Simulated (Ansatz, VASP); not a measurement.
One calculation of Ta2N, two programs

```
Ta N
1.0
     3.07862    0.00000    0.00000
    -1.53931    2.66616    0.00000
     0.00000    0.00000    4.82326
Ta N
2 1
Direct
  0.66667 0.33333 0.74541
  0.33333 0.66667 0.25290
  0.00000 0.00000 0.02177
```

Change from the starting cell: mode 9 (572.2 1/cm) frozen in, largest displacement +0.105 Å.

Alike in both runs: task single point; functional PBEsol; k mesh 18 × 18 × 10; occupations gaussian, width 0.15 eV; no spin polarisation.

```csv
,VASP,Ansatz
version,VASP 6.6.1,Ansatz 0.2.0
potentials or method,"VASP PAW PBE potentials, release 64 (Ta_pv, N), cutoff 520 eV","scalar-relativistic, plane waves, PAW"
valence electrons in the cell,27,31
```

|  | VASP | Ansatz | Ansatz less VASP |
| --- | --- | --- | --- |
| gap on the k mesh at the Fermi level (eV) | none | none | - |
| pressure (GPa) | 1.7 | 1.2 | -0.56 |
| traceless stress, the component that is largest in VASP (GPa) | -0.92 | -0.85 | +0.069 |
| rms of the force components (eV/Å) | 0.718 | 0.711 | -0.0078 |

VASP's potentials were made for PBE, not for PBEsol. Atom by atom the forces differ by 0.028 eV/Å (rms over components). A gap of «none» marks a metal or a gap that the smearing closes. With one functional, cell and mesh, what is left measures potentials, basis and numerics. VASP's potentials hold 27 valence electrons a cell and Ansatz's 31, so a difference there can come from the potentials and not from the codes.

Spin-orbit coupling is off throughout.
